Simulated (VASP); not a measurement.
The system is Ag.

```
Ag
1.0
     0.00000    2.05218    2.05218
     2.05218    0.00000    2.05218
     2.05218    2.05218    0.00000
Ag
1
Direct
  0.00000 0.00000 0.00000
```

- Program: VASP 6.6.1
- Task: relaxation of cell and atoms
- Functional: PBEsol
- Potentials or basis: VASP PAW PBE potentials, release 64 (Ag)
- Cutoff: 600 eV
- k mesh: 18 × 18 × 18
- Occupations: gaussian, width 0.1 eV
- Spin: no spin polarisation

At the start: pressure -4.2 GPa; volume 17.29 Å³/atom.

Problem. How do energy, volume and symmetry change on relaxing?

Solution. Over 3 steps the energy falls by 8.9 meV/atom and the volume is 16.63 Å³/atom (-3.8 %); space group Fm-3m (No. 225, to 0.05 Å).

The path:
| step | energy change (eV) | largest force (eV/Å) | pressure (GPa) | volume (Å³) |
| --- | --- | --- | --- | --- |
| 1 | 0.0000 | 0.0000 | -4.15 | 17.29 |
| 2 | -0.0042 | 0.0000 | 3.52 | 16.19 |
| 3 | -0.0089 | 0.0000 | -0.01 | 16.63 |

Final structure:
```
Ag
1.0
     0.00000    2.02602    2.02602
     2.02602    0.00000    2.02602
     2.02602    2.02602    0.00000
Ag
1
Direct
  0.00000 0.00000 0.00000
```

Caveat: the PAW data sets were made with another functional, which shifts forces and pressure a little.
